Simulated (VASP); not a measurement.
# KCl in VASP: notebook

Runs on KCl. Level: LDA. Tasks: single point.

Everything below comes from runs of VASP 6.6.1. Logs are shortened: lines on timing, memory, paths and dates and some standing lists are left out, and cuts for length are marked.

## (1) The cell of the first run

It takes space group Pm-3m (No. 221, cubic). Conventional cell: a = 4.031 Å, b = 4.031 Å, c = 4.031 Å, α = 90.00°, β = 90.00°, γ = 90.00°. Within 4.6 Å of K (site symmetry m-3m) lie 8 Cl at 3.49 Å and 6 K at 4.03 Å. Within 4.6 Å of Cl (site symmetry m-3m) lie 8 K at 3.49 Å and 6 Cl at 4.03 Å.

## (2) Single point, LDA (strain +0.050 along x and y, +0.050 along z)

Contents of INCAR:

```
ALGO = Normal
EDIFF = 1E-7
ENCUT = 520
ISIF = 2
ISMEAR = 0
LASPH = True
LCHARG = False
LREAL = False
LWAVE = False
NBANDS = 15
NELM = 80
PREC = Accurate
SIGMA = 0.05
```

Contents of KPOINTS:

```
k-points
0
Gamma
  6 6 6
```

Contents of POSCAR:

```
KCl
1.0
    4.0311558000      0.0000000000      0.0000000000
    0.0000000000      4.0311558000      0.0000000000
    0.0000000000      0.0000000000      4.0311558000
K Cl
1 1
Direct
    0.0000000000      0.0000000000      0.0000000000
    0.5000000000      0.5000000000      0.5000000000
```

Potentials or basis: VASP PAW LDA potentials, release 64 (K_sv, Cl).

The run is started by

```console
cat potpaw_LDA.64/K_sv/POTCAR potpaw_LDA.64/Cl/POTCAR > POTCAR
mpirun -np 1 vasp_std > vasp.out
```

OUTCAR:

```text
EDIFF = 1E-7
   ENCUT = 520
   ISIF = 2
   ISMEAR = 0
   LASPH = True
   LREAL = False
   NELM = 80
   PREC = Accurate

 ion  position               nearest neighbor table
   1  0.000  0.000  0.000-
   2  0.500  0.500  0.500-

  LATTYP: Found a simple cubic cell.
 ALAT       =     4.0311558000

  Lattice vectors:

 A1 = (   4.0311558000,   0.0000000000,   0.0000000000)
 A2 = (   0.0000000000,   4.0311558000,   0.0000000000)
 A3 = (   0.0000000000,   0.0000000000,   4.0311558000)

Analysis of symmetry for initial positions (statically):
=====================================================================
 Subroutine PRICEL returns:
 Original cell was already a primitive cell.

 Routine SETGRP: Setting up the symmetry group for a
 simple cubic supercell.

 Subroutine GETGRP returns: Found 48 space group operations
 (whereof 48 operations were pure point group operations)
 out of a pool of 48 trial point group operations.

The static configuration has the point symmetry O_h .

Analysis of symmetry for dynamics (positions and initial velocities):
=====================================================================
 Subroutine PRICEL returns:
 Original cell was already a primitive cell.

 Routine SETGRP: Setting up the symmetry group for a
 simple cubic supercell.

 Subroutine GETGRP returns: Found 48 space group operations
 (whereof 48 operations were pure point group operations)
 out of a pool of 48 trial point group operations.

The dynamic configuration has the point symmetry O_h .

 Subroutine INISYM returns: Found 48 space group operations
 (whereof 48 operations are pure point group operations),
 and found     1 'primitive' translations

----------------------------------------------------------------------------------------

                                     Primitive cell

  volume of cell :      65.5072

  direct lattice vectors                    reciprocal lattice vectors
     4.031155800  0.000000000  0.000000000     0.248067812  0.000000000  0.000000000
     0.000000000  4.031155800  0.000000000     0.000000000  0.248067812  0.000000000
     0.000000000  0.000000000  4.031155800     0.000000000  0.000000000  0.248067812

  length of vectors
     4.031155800  4.031155800  4.031155800     0.248067812  0.248067812  0.248067812

  position of ions in fractional coordinates (direct lattice)
     0.000000000  0.000000000  0.000000000
     0.500000000  0.500000000  0.500000000

  ion indices of the primitive-cell ions
   primitive index   ion index
                 1           1
                 2           2

----------------------------------------------------------------------------------------

 KPOINTS: k-points

Automatic generation of k-mesh.
 Grid dimensions read from file:
 generate k-points for:    6    6    6

 Generating k-lattice:

  Cartesian coordinates                     Fractional coordinates (reciprocal lattice)
     0.041344635  0.000000000  0.000000000     0.166666667  0.000000000  0.000000000
     0.000000000  0.041344635  0.000000000     0.000000000  0.166666667  0.000000000
     0.000000000  0.000000000  0.041344635     0.000000000  0.000000000  0.166666667

  Length of vectors
     0.041344635  0.041344635  0.041344635

  Shift w.r.t. Gamma in fractional coordinates (k-lattice)
     0.000000000  0.000000000  0.000000000

 Subroutine IBZKPT returns following result:
 ===========================================

 Found     20 irreducible k-points:

 Following reciprocal coordinates:
            Coordinates               Weight
  0.000000  0.000000  0.000000      1.000000
  0.166667  0.000000  0.000000      6.000000
  0.333333  0.000000  0.000000      6.000000
  0.500000  0.000000  0.000000      3.000000
  0.166667  0.166667  0.000000     12.000000
  0.333333  0.166667  0.000000     24.000000
[... 12 lines left out ...]
  0.500000  0.500000  0.333333      6.000000
  0.500000  0.500000  0.500000      1.000000
   k-points           NKPTS =     20   k-points in BZ     NKDIM =     20   number of bands    NBANDS=     15
   number of dos      NEDOS =    301   number of ions     NIONS =      2
   total plane-waves  NPLWV =  27000
   dimension x,y,z NGX =    30 NGY =   30 NGZ =   30
   dimension x,y,z NGXF=    60 NGYF=   60 NGZF=   60
   ions per type =               1   1
   NGX,Y,Z   is equivalent  to a cutoff of  12.37, 12.37, 12.37 a.u.
   NGXF,Y,Z  is equivalent  to a cutoff of  24.74, 24.74, 24.74 a.u.
 SYSTEM =  unknown system
   PREC   = accura    normal or accurate (medium, high low for compatibility)
   ISTART =      0    job   : 0-new  1-cont  2-samecut
   ICHARG =      2    charge: 1-file 2-atom 10-const
   ISPIN  =      1    spin polarized calculation?
   LNONCOLLINEAR =      F non collinear calculations
   LSORBIT =      F    spin-orbit coupling
   LASPH  =      T    aspherical Exc in radial PAW
   ENCUT  =  520.0 eV  38.22 Ry    6.18 a.u.   7.50  7.50  7.50*2*pi/ulx,y,z
   NELM   =     80;   NELMIN=  2; NELMDL= -5     # of ELM steps
   EDIFF  = 0.1E-06   stopping-criterion for ELM
   LREAL  =      F    real-space projection
   EDIFFG = 0.1E-05   stopping-criterion for IOM
   NSW    =      0    number of steps for IOM
   IBRION =     -1    ionic relax: 0-MD 1-quasi-New 2-CG
   NFREE  =      0    steps in history (QN), initial steepest desc. (CG)
   ISIF   =      2    stress and relaxation
   ISYM   =      2    0-nonsym 1-usesym 2-fastsym
   POTIM  = 0.5000    time-step for ionic-motion
   TEBEG  =    0.0;   TEEND  =   0.0 temperature during run
   PSTRESS=    0.0 pullay stress
   NELECT =      16.0000    total number of electrons
   NUPDOWN=      -1.0000    fix difference up-down
   EMIN   =  10.00;   EMAX   =-10.00  energy-range for DOS
   EFERMI =   0.00;   METHOD = LEGACY
   ISMEAR =     0;   SIGMA  =   0.05  broadening in eV -4-tet -1-fermi 0-gaus
   EFERMI_NEDOS =   21; number of points for ismear=-14 and -15
   IALGO  =     38    algorithm
   IMIX   =      4    mixing-type and parameters
     AMIX     =   0.40;   BMIX     =  1.00
     AMIX_MAG =   1.60;   BMIX_MAG =  1.00
  volume/ion in A,a.u.               =      32.75       221.03
  Fermi-wavevector in a.u.,A,eV,Ry     =   1.023337  1.933826 14.248268  1.047218
  Thomas-Fermi vector in A             =   2.157065
   LORBIT       =      0    0 simple, 1 ext, 2 COOP (PROOUT), +10 PAW based schemes
   GGA     = CA    functional components
   LHFCALC =     F    Hartree Fock is set to
   AEXX    =    0.0000 exact exchange contribution
   IVDW    =     0    specifies the selected vdW correction
   LEPSILON=     F    determine dielectric tensor
   LRPA    =     F    only Hartree local field effects (RPA)
 non-spin polarized calculation
 Gauss-broadening in eV      SIGMA  =   0.05
  energy-cutoff  :      520.00
  volume of cell :       65.51
 maximum number of plane-waves:      1791
 NGX is ok and might be reduce to    30
   NGX = 15   NGY = 15   NGZ = 15

 number of electron      15.9999999 magnetization

 Free energy of the ion-electron system (eV)
  ---------------------------------------------------
  ext. energy  EPLUGINS =         0.00000000
  ---------------------------------------------------
  free energy    TOTEN  =        -7.04834496 eV

  energy without entropy =       -7.04834496  energy(sigma->0) =       -7.04834496

 E-fermi :  -1.4218     XC(G=0):  -8.0045

 val. band max:       -1.7162779634   @ k =   0.5000   0.5000   0.0000
 cond. band min:       2.1348113425   @ k =   0.0000   0.0000   0.0000
 fundamental gap:      3.8510893059
 Fermi energy:        -1.4218208143

 k-point     1 :       0.0000    0.0000    0.0000
  band No.  band energies     occupation
      1     -29.6761      2.00000
      2     -13.9594      2.00000
      3     -13.3150      2.00000
      4     -13.3150      2.00000
      5     -13.3150      2.00000
      6      -1.8979      2.00000
      7      -1.8979      2.00000
      8      -1.8979      2.00000
      9       2.1348      0.00000
     10       4.6077      0.00000
     11       4.6077      0.00000
     12       8.3456      0.00000
     13       8.3456      0.00000
     14       8.3456      0.00000
     15      11.2055      0.00000

 k-point     2 :       0.1667    0.0000    0.0000
  band No.  band energies     occupation
      1     -29.6734      2.00000
      2     -14.0049      2.00000
      3     -13.3104      2.00000
      4     -13.3104      2.00000
      5     -13.2762      2.00000
      6      -2.3014      2.00000
      7      -1.8936      2.00000
      8      -1.8936      2.00000
      9       2.6905      0.00000
     10       4.8062      0.00000
     11       5.0091      0.00000
     12       8.2260      0.00000
     13       8.2260      0.00000
     14       8.4509      0.00000
     15      10.3069      0.00000

 k-point     3 :       0.3333    0.0000    0.0000
  band No.  band energies     occupation
      1     -29.6680      2.00000
      2     -14.0900      2.00000
      3     -13.3010      2.00000
      4     -13.3010      2.00000
      5     -13.2021      2.00000
      6      -2.9370      2.00000
      7      -1.8853      2.00000
      8      -1.8853      2.00000
      9       3.8838      0.00000
     10       5.3377      0.00000
     11       5.6296      0.00000
     12       8.0727      0.00000
     13       8.0727      0.00000
     14       8.6899      0.00000
     15       8.8258      0.00000
[... 271 lines left out ...]
 k-point    19 :       0.5000    0.5000    0.3333
  band No.  band energies     occupation
      1     -29.6475      2.00000
      2     -13.7039      2.00000
      3     -13.4399      2.00000
      4     -13.4399      2.00000
      5     -13.3950      2.00000
      6      -2.7632      2.00000
      7      -2.7632      2.00000
      8      -2.5427      2.00000
      9       5.4480      0.00000
     10       6.3710      0.00000
     11       6.3710      0.00000
     12       6.7592      0.00000
     13       7.5099      0.00000
     14       7.5099      0.00000
     15       9.7433      0.00000

 k-point    20 :       0.5000    0.5000    0.5000
  band No.  band energies     occupation
      1     -29.6450      2.00000
      2     -13.6802      2.00000
      3     -13.4322      2.00000
      4     -13.4322      2.00000
      5     -13.4322      2.00000
      6      -2.7721      2.00000
      7      -2.7721      2.00000
      8      -2.7721      2.00000
      9       6.2641      0.00000
     10       6.2641      0.00000
     11       6.2641      0.00000
     12       7.3197      0.00000
     13       7.3197      0.00000
     14       7.3197      0.00000
     15       9.7414      0.00000

------------------------ aborting loop because EDIFF is reached ----------------------------------------

  FORCE on cell =-STRESS in cart. coord.  units (eV):
  Direction    XX          YY          ZZ          XY          YZ          ZX
  --------------------------------------------------------------------------------------
  -------------------------------------------------------------------------------------
  Total       -1.7064684     -1.7064684     -1.7064684      0.0000000      0.0000000     -0.0000000
  in kB      -41.7368901    -41.7368901    -41.7368901      0.0000000      0.0000000     -0.0000000
  external PRESSURE =     -41.7368901 kB  Pullay stress =       0.0000000 kB

 VOLUME and BASIS-vectors are now :
 -----------------------------------------------------------------------------
  energy-cutoff  :      520.00
  volume of cell :       65.51
      direct lattice vectors                 reciprocal lattice vectors
     4.031155800  0.000000000  0.000000000     0.248067812  0.000000000  0.000000000
     0.000000000  4.031155800  0.000000000     0.000000000  0.248067812  0.000000000
     0.000000000  0.000000000  4.031155800     0.000000000  0.000000000  0.248067812

 POSITION                                       TOTAL-FORCE (eV/Angst)
 -----------------------------------------------------------------------------------
      0.00000      0.00000      0.00000         0.000000      0.000000      0.000000
      2.01558      2.01558      2.01558         0.000000      0.000000      0.000000
 -----------------------------------------------------------------------------------
    total drift:                                0.000000      0.000000     -0.000000

  FREE ENERGIE OF THE ION-ELECTRON SYSTEM (eV)
  ---------------------------------------------------
  free  energy   TOTEN  =        -7.0483449567 eV

  energy  without entropy=       -7.0483449567  energy(sigma->0) =       -7.04834496
```

It used 30 s of CPU time on 1 thread of AMD EPYC 7R13 Processor (Zen 3), with other jobs on the host.

What came out:

```
Free energy            : -7.0483 eV
Pressure               : -4.2 GPa
Band gap on the k mesh : 3.85 eV, indirect (least direct gap 4.03 eV)
```

Caveat: the cell differs from its parent crystal (strain +0.050 along x and y, +0.050 along z). A k mesh can miss the band edges.

[end of part 1 of 2]
